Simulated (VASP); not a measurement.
# MgO (P6_3mc) in VASP: a series of runs

Runs on MgO. Level: PBEsol. Tasks: single point.

Everything below comes from runs of VASP 6.6.1. Logs are shortened: lines on timing, memory, paths and dates and some standing lists are left out, and cuts for length are marked.

## 1. The cell of the first run

The structure is hexagonal, space group P6_3mc (No. 186). Conventional cell: a = 3.326 Å, b = 3.326 Å, c = 4.952 Å, α = 90.00°, β = 90.00°, γ = 120.00°. Within 2.3 Å of Mg (site symmetry 3m) lie 4 O at 1.73 to 2.06 Å. O (site symmetry 3m) has 4 Mg at 1.73 to 2.06 Å within 2.3 Å.

## 2. Single point, PBEsol (c/a of the conventional cell at fixed volume 1.4890)

INCAR

```
ALGO = Normal ; EDIFF = 1E-6
ENCUT = 520 ; GGA = PS
ISIF = 2 ; ISMEAR = 0
LASPH = True ; LCHARG = False
LREAL = False ; LWAVE = False
NBANDS = 16 ; NELM = 80
PREC = Accurate ; SIGMA = 0.05
```

KPOINTS

```
k-points
0
Gamma
  9 9 6
```

POSCAR

```
MgO
1.0
    3.3258200135      0.0000000000      0.0000000000
   -1.6629100067      2.8802446201      0.0000000000
    0.0000000000      0.0000000000      4.9521460001
Mg O
2 2
Direct
    0.3333333333      0.6666666667      0.0508752499
    0.6666666667      0.3333333333      0.5508752499
    0.3333333333      0.6666666667      0.4009416620
    0.6666666667      0.3333333333      0.9009416620
```

Potentials or basis: VASP PAW PBE potentials, release 64 (Mg, O).

On the command line:

```console
> cat potpaw_PBE.64/Mg/POTCAR potpaw_PBE.64/O/POTCAR > POTCAR
> mpirun -np 1 vasp_std > vasp.out
```

OUTCAR:

```text
EDIFF = 1E-6
   ENCUT = 520
   GGA = PS
   ISIF = 2
   ISMEAR = 0
   LASPH = True
   LREAL = False
   NELM = 80
   PREC = Accurate

 ion  position               nearest neighbor table
   1  0.333  0.667  0.051-   3 1.73   4 2.06   4 2.06   4 2.06   2 3.13   2 3.13   2 3.13   2 3.13
                             2 3.13   2 3.13
   2  0.667  0.333  0.551-   4 1.73   3 2.06   3 2.06   3 2.06   1 3.13   1 3.13   1 3.13   1 3.13
                             1 3.13   1 3.13
   3  0.333  0.667  0.401-   1 1.73   2 2.06   2 2.06   2 2.06
   4  0.667  0.333  0.901-   2 1.73   1 2.06   1 2.06   1 2.06

  LATTYP: Found a hexagonal cell.
 ALAT       =     3.3258200135
 C/A-ratio  =     1.4890000000

  Lattice vectors:

 A1 = (   3.3258200135,   0.0000000000,   0.0000000000)
 A2 = (  -1.6629100067,   2.8802446201,   0.0000000000)
 A3 = (   0.0000000000,   0.0000000000,   4.9521460001)

Analysis of symmetry for initial positions (statically):
=====================================================================
 Subroutine PRICEL returns:
 Original cell was already a primitive cell.

 Routine SETGRP: Setting up the symmetry group for a
 hexagonal supercell.

 Subroutine GETGRP returns: Found 12 space group operations
 (whereof  6 operations were pure point group operations)
 out of a pool of 24 trial point group operations.

The static configuration has the point symmetry C_3v.
 The point group associated with its full space group is C_6v.

Analysis of symmetry for dynamics (positions and initial velocities):
=====================================================================
 Subroutine PRICEL returns:
 Original cell was already a primitive cell.

 Routine SETGRP: Setting up the symmetry group for a
 hexagonal supercell.

 Subroutine GETGRP returns: Found 12 space group operations
 (whereof  6 operations were pure point group operations)
 out of a pool of 24 trial point group operations.

The dynamic configuration has the point symmetry C_3v.
 The point group associated with its full space group is C_6v.

 Subroutine INISYM returns: Found 12 space group operations
 (whereof  6 operations are pure point group operations),
 and found     1 'primitive' translations

----------------------------------------------------------------------------------------

                                     Primitive cell

  volume of cell :      47.4375

  direct lattice vectors                    reciprocal lattice vectors
     3.325820014  0.000000000  0.000000000     0.300677726  0.173596366  0.000000000
    -1.662910007  2.880244620  0.000000000     0.000000000  0.347192733  0.000000000
     0.000000000  0.000000000  4.952146000     0.000000000  0.000000000  0.201932657

  length of vectors
     3.325820014  3.325820013  4.952146000     0.347192733  0.347192733  0.201932657

  position of ions in fractional coordinates (direct lattice)
     0.333333333  0.666666667  0.050875250
     0.666666667  0.333333333  0.550875250
     0.333333333  0.666666667  0.400941662
     0.666666667  0.333333333  0.900941662

  ion indices of the primitive-cell ions
   primitive index   ion index
                 1           1
                 2           2
                 3           3
                 4           4

----------------------------------------------------------------------------------------

 KPOINTS: k-points

Automatic generation of k-mesh.
 Grid dimensions read from file:
 generate k-points for:    9    9    6

 Generating k-lattice:

  Cartesian coordinates                     Fractional coordinates (reciprocal lattice)
     0.033408636  0.019288485  0.000000000     0.111111111  0.000000000  0.000000000
     0.000000000  0.038576970  0.000000000     0.000000000  0.111111111  0.000000000
     0.000000000  0.000000000  0.033655443     0.000000000  0.000000000  0.166666667

  Length of vectors
     0.038576970  0.038576970  0.033655443

  Shift w.r.t. Gamma in fractional coordinates (k-lattice)
     0.000000000  0.000000000  0.000000000

 Subroutine IBZKPT returns following result:
 ===========================================

 Found     48 irreducible k-points:

 Following reciprocal coordinates:
            Coordinates               Weight
  0.000000  0.000000  0.000000      1.000000
  0.111111 -0.000000  0.000000      6.000000
  0.222222  0.000000  0.000000      6.000000
  0.333333  0.000000  0.000000      6.000000
  0.444444  0.000000  0.000000      6.000000
  0.111111  0.111111  0.000000      6.000000
[... 16 lines left out ...]
  0.333333  0.222222  0.166667     24.000000
  0.333333  0.333333  0.166667      4.000000
 [... further k-points ...]
   k-points           NKPTS =     48   k-points in BZ     NKDIM =     48   number of bands    NBANDS=     16
   number of dos      NEDOS =    301   number of ions     NIONS =      4
   total plane-waves  NPLWV =  31360
   dimension x,y,z NGX =    28 NGY =   28 NGZ =   40
   dimension x,y,z NGXF=    56 NGYF=   56 NGZF=   80
   ions per type =               2   2
   NGX,Y,Z   is equivalent  to a cutoff of  14.00, 14.00, 13.43 a.u.
   NGXF,Y,Z  is equivalent  to a cutoff of  27.99, 27.99, 26.86 a.u.
 SYSTEM =  unknown system
   PREC   = accura    normal or accurate (medium, high low for compatibility)
   ISTART =      0    job   : 0-new  1-cont  2-samecut
   ICHARG =      2    charge: 1-file 2-atom 10-const
   ISPIN  =      1    spin polarized calculation?
   LNONCOLLINEAR =      F non collinear calculations
   LSORBIT =      F    spin-orbit coupling
   LASPH  =      T    aspherical Exc in radial PAW
   ENCUT  =  520.0 eV  38.22 Ry    6.18 a.u.   6.18  6.18  9.21*2*pi/ulx,y,z
   NELM   =     80;   NELMIN=  2; NELMDL= -5     # of ELM steps
   EDIFF  = 0.1E-05   stopping-criterion for ELM
   LREAL  =      F    real-space projection
   EDIFFG = 0.1E-04   stopping-criterion for IOM
   NSW    =      0    number of steps for IOM
   IBRION =     -1    ionic relax: 0-MD 1-quasi-New 2-CG
   NFREE  =      0    steps in history (QN), initial steepest desc. (CG)
   ISIF   =      2    stress and relaxation
   ISYM   =      2    0-nonsym 1-usesym 2-fastsym
   POTIM  = 0.5000    time-step for ionic-motion
   TEBEG  =    0.0;   TEEND  =   0.0 temperature during run
   PSTRESS=    0.0 pullay stress
   NELECT =      16.0000    total number of electrons
   NUPDOWN=      -1.0000    fix difference up-down
   EMIN   =  10.00;   EMAX   =-10.00  energy-range for DOS
   EFERMI =   0.00;   METHOD = LEGACY
   ISMEAR =     0;   SIGMA  =   0.05  broadening in eV -4-tet -1-fermi 0-gaus
   EFERMI_NEDOS =   21; number of points for ismear=-14 and -15
   IALGO  =     38    algorithm
   IMIX   =      4    mixing-type and parameters
     AMIX     =   0.40;   BMIX     =  1.00
     AMIX_MAG =   1.60;   BMIX_MAG =  1.00
  volume/ion in A,a.u.               =      11.86        80.03
  Fermi-wavevector in a.u.,A,eV,Ry     =   1.139570  2.153475 17.668792  1.298620
  Thomas-Fermi vector in A             =   2.276273
   LORBIT       =      0    0 simple, 1 ext, 2 COOP (PROOUT), +10 PAW based schemes
   GGA     = PS    functional components
   LHFCALC =     F    Hartree Fock is set to
   AEXX    =    0.0000 exact exchange contribution
   IVDW    =     0    specifies the selected vdW correction
   LEPSILON=     F    determine dielectric tensor
   LRPA    =     F    only Hartree local field effects (RPA)
 non-spin polarized calculation
 Gauss-broadening in eV      SIGMA  =   0.05
  energy-cutoff  :      520.00
  volume of cell :       47.44
 maximum number of plane-waves:      1303
 NGX is ok and might be reduce to    28
   NGX = 13   NGY = 13   NGZ = 19

 number of electron      15.9999994 magnetization

 Free energy of the ion-electron system (eV)
  ---------------------------------------------------
  ext. energy  EPLUGINS =         0.00000000
  ---------------------------------------------------
  free energy    TOTEN  =       -23.74165447 eV

  energy without entropy =      -23.74165447  energy(sigma->0) =      -23.74165447

 E-fermi :   0.9074     XC(G=0):  -9.9284

 val. band max:        0.6777294219   @ k =   0.0000   0.0000   0.0000
 cond. band min:       4.2677735699   @ k =   0.0000   0.0000   0.0000
 fundamental gap:      3.5900441480
 Fermi energy:         0.9074208439

 k-point     1 :       0.0000    0.0000    0.0000
  band No.  band energies     occupation
      1     -15.2204      2.00000
      2     -14.3826      2.00000
      3      -2.2438      2.00000
      4       0.3058      2.00000
      5       0.3058      2.00000
      6       0.6092      2.00000
[... 8 lines left out ...]
     15      17.3304      0.00000
     16      17.4059      0.00000

 k-point     2 :       0.1111   -0.0000    0.0000
  band No.  band energies     occupation
      1     -15.1602      2.00000
      2     -14.3654      2.00000
      3      -2.1289      2.00000
      4      -0.0303      2.00000
      5       0.2064      2.00000
      6       0.2150      2.00000
[... 8 lines left out ...]
     15      17.2194      0.00000
     16      17.3592      0.00000

 k-point     3 :       0.2222    0.0000    0.0000
  band No.  band energies     occupation
      1     -14.9982      2.00000
      2     -14.3282      2.00000
      3      -1.8094      2.00000
      4      -0.8745      2.00000
      5      -0.3589      2.00000
      6       0.0250      2.00000
[... 8 lines left out ...]
     15      16.1381      0.00000
     16      16.3935      0.00000

 k-point     4 :       0.3333    0.0000    0.0000
  band No.  band energies     occupation
      1     -14.7873      2.00000
      2     -14.3051      2.00000
      3      -1.6719      2.00000
      4      -1.3280      2.00000
      5      -0.8714      2.00000
      6      -0.1582      2.00000
[... 8 lines left out ...]
     15      15.4567      0.00000
     16      16.4070      0.00000
[... 324 lines left out ...]
 k-point    22 :       0.2222    0.2222    0.1667
  band No.  band energies     occupation
      1     -14.6556      2.00000
      2     -14.3293      2.00000
      3      -1.6827      2.00000
      4      -1.5413      2.00000
      5      -0.5314      2.00000
      6      -0.5112      2.00000
[... 8 lines left out ...]
     15      14.9051      0.00000
     16      17.1030      0.00000

 k-point    23 :       0.3333    0.2222    0.1667
  band No.  band energies     occupation
      1     -14.5110      2.00000
      2     -14.3507      2.00000
      3      -1.8789      2.00000
      4      -1.3819      2.00000
      5      -0.9439      2.00000
      6      -0.2982      2.00000
[... 8 lines left out ...]
     15      14.6983      0.00000
     16      17.0214      0.00000

 k-point    24 :       0.3333    0.3333    0.1667
  band No.  band energies     occupation
      1     -14.4095      2.00000
      2     -14.4095      2.00000
      3      -1.7007      2.00000
      4      -1.2832      2.00000
      5      -1.2832      2.00000
      6      -0.4322      2.00000
[... 8 lines left out ...]
     15      14.6737      0.00000
     16      17.6747      0.00000

 [... further k-points ...]
[... 5 lines left out ...]
  --------------------------------------------------------------------------------------
  -------------------------------------------------------------------------------------
  Total       -2.2169741     -2.2169741     11.8217166     -0.0000000     -0.0000000      0.0000000
  in kB      -74.8772075    -74.8772075    399.2726566     -0.0000000     -0.0000000      0.0000000
  external PRESSURE =      83.1727472 kB  Pullay stress =       0.0000000 kB

 VOLUME and BASIS-vectors are now :
 -----------------------------------------------------------------------------
  energy-cutoff  :      520.00
  volume of cell :       47.44
      direct lattice vectors                 reciprocal lattice vectors
     3.325820014  0.000000000  0.000000000     0.300677726  0.173596366  0.000000000
    -1.662910007  2.880244620  0.000000000     0.000000000  0.347192733  0.000000000
     0.000000000  0.000000000  4.952146000     0.000000000  0.000000000  0.201932657

 POSITION                                       TOTAL-FORCE (eV/Angst)
 -----------------------------------------------------------------------------------
     -0.00000      1.92016      0.25194        -0.000000      0.000000     -3.984854
      1.66291      0.96008      2.72801         0.000000      0.000000     -3.984854
     -0.00000      1.92016      1.98552        -0.000000      0.000000      3.984854
      1.66291      0.96008      4.46159         0.000000     -0.000000      3.984854
 -----------------------------------------------------------------------------------
    total drift:                               -0.000000      0.000000      0.000079

  FREE ENERGIE OF THE ION-ELECTRON SYSTEM (eV)
  ---------------------------------------------------
  free  energy   TOTEN  =       -23.7416544708 eV

  energy  without entropy=      -23.7416544708  energy(sigma->0) =      -23.74165447
```

It took 58 s on 1 thread of AMD EPYC 7R13, shared host; peak memory 0.16 GiB.

What came out:

- Free energy: -23.7417 eV
- Pressure: 8.3 GPa
- Largest force: 3.985 eV/Å
- Band gap on the k mesh: 3.59 eV, direct

Forces on the atoms (eV/Å):
```
Mg   0.000  0.000 -3.985
Mg   0.000  0.000 -3.985
O    0.000  0.000  3.985
O    0.000  0.000  3.985
```

Stress tensor (GPa, compression positive):
```
-7.49  0.00  0.00
 0.00 -7.49  0.00
 0.00  0.00 39.93
```

Caveat: the PAW data sets were made with another functional, which shifts forces and pressure a little. A k mesh can miss the band edges.

(Part 1 of 2 ends here.)
